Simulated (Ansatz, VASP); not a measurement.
# BPd4 in VASP and in Ansatz

INCAR

```
ALGO = Normal
EDIFF = 1E-6
ENCUT = 630
GGA = PE
GGA_COMPAT = False
ISIF = 2
ISMEAR = 0
LASPH = True
LCHARG = True
LELF = True
LREAL = False
LVHAR = True
LWAVE = False
NBANDS = 46
NELM = 120
PREC = Accurate
SIGMA = 0.1
```

File KPOINTS:

```
k-points
0
Gamma
  6 4 4
```

Contents of POSCAR:

```
BPd4
1.0
    2.8823575571      0.0000000000      0.0000000000
    0.0000000000      4.3504089981      0.0000000000
    0.0000000000      0.0000000000      5.8367285159
B Pd
1 4
Direct
    0.5000000000      0.0000000000      0.8632270000
    0.5000000000      0.5000000000      0.8675610000
    0.0000000000      0.5000000000      0.3291640000
    0.0000000000      0.0000000000      0.6194700000
    0.5000000000      0.0000000000      0.1975780000
```

Input for Ansatz:

```yaml
crystal:
  lattice:
    - [2.8823575571, 0.0, 0.0]
    - [0.0, 4.3504089981, 0.0]
    - [0.0, 0.0, 5.8367285159]
  atoms:
    - { symbol: B, position: [0.5, 0.0, 0.863227] }
    - { symbol: Pd, position: [0.5, 0.5, 0.867561] }
    - { symbol: Pd, position: [0.0, 0.5, 0.329164] }
    - { symbol: Pd, position: [0.0, 0.0, 0.61947] }
    - { symbol: Pd, position: [0.5, 0.0, 0.197578] }
basis:
  ecutwfc: 420
kpoints:
  mp_grid: { grid: [6, 4, 4] }
hamiltonian:
  xc: pbe
scf:
  occupations: { method: gaussian, width: 0.1 }
output:
  forces: true
  stress: true
  eigenvalues: true
```

Alike in both runs: task single point; functional PBE; k mesh 6 × 4 × 4; occupations gaussian, width 0.1 eV; no spin polarisation.

```csv
,VASP,Ansatz
version,VASP 6.6.1,Ansatz 0.2.0
potentials or method,"VASP PAW PBE potentials, release 64 (B, Pd_sv_GW), cutoff 630 eV","scalar-relativistic, plane waves, PAW"
valence electrons in the cell,75,75
```

|  | VASP | Ansatz | Ansatz less VASP |
| --- | --- | --- | --- |
| gap on the k mesh at the Fermi level (eV) | none | none | - |
| pressure (GPa) | -0.1 | 0.3 | +0.37 |
| traceless stress, the component that is largest in VASP (GPa) | -1.00 | -0.98 | +0.015 |
| rms of the force components (eV/Å) | 0.079 | 0.082 | +0.0030 |

Atom by atom the forces differ by 0.007 eV/Å (rms over components). A gap of «none» marks a metal or a gap that the smearing closes.

The k mesh is coarse, so the values compare programs but aren't converged.
